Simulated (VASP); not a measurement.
Runs of VASP 6.6.1 on MoS2. The structure is that of space group P6_3/mmc (No. 194), or close to it. The cells are those of the table. 

| cell | gap on the mesh (eV) | pressure (GPa) | largest force (eV/Å) |
| --- | --- | --- | --- |
| a = 3.148, b = 3.148, c = 12.241 Å, angles 90.0, 90.0, 120.0°, 6 atoms | 0.98 | (a) | 0.25 |
| a = 3.115, b = 3.115, c = 12.115 Å, angles 90.0, 90.0, 120.0°, 6 atoms | 0.95 | 10.5 | 0.79 |
| a = 3.211, b = 3.211, c = 12.486 Å, angles 90.0, 90.0, 120.0°, 6 atoms | 1.01 | -3.6 | 0.66 |
| a = 3.241, b = 3.241, c = 12.605 Å, angles 90.0, 90.0, 120.0°, 6 atoms | 1.03 | -7.0 | (c) |
| a = 3.180, b = 3.180, c = 12.365 Å, angles 90.0, 90.0, 120.0°, 6 atoms | (b) | 0.4 | 0.23 |

Alike in all rows: task single point; level PBE; potentials or basis VASP PAW PBE potentials, release 64 (Mo_sv, S); no spin polarisation; k mesh 8 × 8 × 2; cutoff (eV) 520; smearing methfessel-paxton 0.1 eV.

Q: Fill in the values left out.

A: (a) 5.1; (b) 1.00; (c) 1.04.

Caveats: this functional lacks dispersion, which binds the layers, so the pressure and a relaxed spacing across them are unreliable; forces of over 1 eV/Å act on the atoms, so gaps and moduli don't describe the material at rest (some runs).

A k mesh can miss the band edges, and the runs leave out spin-orbit coupling on Mo.
